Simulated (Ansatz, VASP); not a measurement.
# Y2CoS4: VASP beside Ansatz

POSCAR

```
Y2CoS4
1.0
    0.0000000000      5.4803290400      5.4803290400
    5.4803290400      0.0000000000      5.4803290400
    5.4803290400      5.4803290400      0.0000000000
Co S Y
2 8 4
Direct
    0.1250000000      0.1250000000      0.1250000000
    0.8750000000      0.8750000000      0.8750000000
    0.2554000000      0.2554000000      0.2554000000
    0.2662000000      0.7446000000      0.7446000000
    0.2554000000      0.2554000000      0.7338000000
    0.7446000000      0.2662000000      0.7446000000
    0.7338000000      0.2554000000      0.2554000000
    0.7446000000      0.7446000000      0.7446000000
    0.2554000000      0.7338000000      0.2554000000
    0.7446000000      0.7446000000      0.2662000000
    0.5000000000      0.5000000000      0.5000000000
    0.0000000000      0.5000000000      0.5000000000
    0.5000000000      0.5000000000      0.0000000000
    0.5000000000      0.0000000000      0.5000000000
```

File INCAR.step1:

```
SYSTEM = Y2CoS4
  PREC = Accurate
  ENCUT = 520
  ISMEAR = 1
  SIGMA = 0.0761
  LREAL = .False.
  LASPH = .True.
  NELM = 80
  NBANDS = 68
  GGA = PE
  ALGO = Normal
  EDIFF = 1E-4
  LWAVE = .True.
  LCHARG = .False.
```

INCAR.step2

```
SYSTEM = Y2CoS4
  PREC = Accurate
  ENCUT = 520
  EDIFF = 1E-6
  ISMEAR = 1
  SIGMA = 0.0761
  LREAL = .False.
  LASPH = .True.
  NELM = 80
  ALGO = Normal
  ISIF = 2
  LWAVE = .False.
  LCHARG = .True.
  METAGGA = R2SCAN
  LMIXTAU = .True.
  LELF = .True.
  LVHAR = .True.
  NBANDS = 68
  ISTART = 1
```

File KPOINTS:

```
regular mesh
0
Gamma
  4 4 4
  0 0 0
```

Input for Ansatz:

```yaml
crystal:
  lattice:
    - [0.0, 5.48032904, 5.48032904]
    - [5.48032904, 0.0, 5.48032904]
    - [5.48032904, 5.48032904, 0.0]
  atoms:
    - { symbol: Co, position: [0.125, 0.125, 0.125] }
    - { symbol: Co, position: [0.875, 0.875, 0.875] }
    - { symbol: S, position: [0.2554, 0.2554, 0.2554] }
    - { symbol: S, position: [0.2662, 0.7446, 0.7446] }
    - { symbol: S, position: [0.2554, 0.2554, 0.7338] }
    - { symbol: S, position: [0.7446, 0.2662, 0.7446] }
    - { symbol: S, position: [0.7338, 0.2554, 0.2554] }
    - { symbol: S, position: [0.7446, 0.7446, 0.7446] }
    - { symbol: S, position: [0.2554, 0.7338, 0.2554] }
    - { symbol: S, position: [0.7446, 0.7446, 0.2662] }
    - { symbol: "Y", position: [0.5, 0.5, 0.5] }
    - { symbol: "Y", position: [0.0, 0.5, 0.5] }
    - { symbol: "Y", position: [0.5, 0.5, 0.0] }
    - { symbol: "Y", position: [0.5, 0.0, 0.5] }
  symmetry: { tolerance: 0.0003 }
kpoints:
  mp_grid: { grid: [4, 4, 4], shift: [0, 0, 0] }
  band_path:
    path:
      - [0.0, 0.0, 0.0]
      - [0.5, 0.0, 0.5]
      - [0.625, 0.25, 0.625]
      - [0.375, 0.375, 0.75]
      - [0.0, 0.0, 0.0]
      - [0.5, 0.5, 0.5]
      - [0.5, 0.25, 0.75]
      - [0.5, 0.0, 0.5]
    npoints: 10
magnetization:
  spin_polarized: false
scf:
  occupations: { method: methfessel_paxton, width: 0.0761 }
  lower_state_search: "off"
  max_iter: 200
hamiltonian:
  pseudopotentials: { kind: paw }
  xc: r2scan
basis:
  ecutwfc: 500
  fft_grid_basis: typed
output:
  forces: true
  stress: true
  eigenvalues: true
  bader: true
  populations: true
  elf: true
  write_potential: true
  volumetric_format: npy
  dos:
    e_range: [-12, 8]
    de: 0.05
    projected: { site_lists: { Co: [Co], S: [S], "Y": ["Y"] } }
  write_density: true
checkpoint:
  read: saved_state
```

Alike in both runs: task single point; functional r2SCAN; k mesh 4 × 4 × 4; occupations methfessel-paxton of order 1, width 0.0761 eV; no spin polarisation.

```csv
,VASP,Ansatz
version,VASP 6.6.1,Ansatz 0.2.0
potentials or method,"VASP PAW PBE potentials, release 64 (Co, S, Y_sv), cutoff 520 eV",PAW plane waves
valence electrons in the cell,110,126
```

```csv
,VASP,Ansatz,Ansatz less VASP
pressure (GPa),-0.1,-0.1,+0.05
rms of the force components (eV/Å),0.703,0.707,+0.0036
```

VASP's potentials were made for PBE, not for r2SCAN. Atom by atom the forces differ by 0.004 eV/Å (rms over components). VASP's potentials hold 110 valence electrons a cell and Ansatz's 126, so a difference there can come from the potentials and not from the codes.
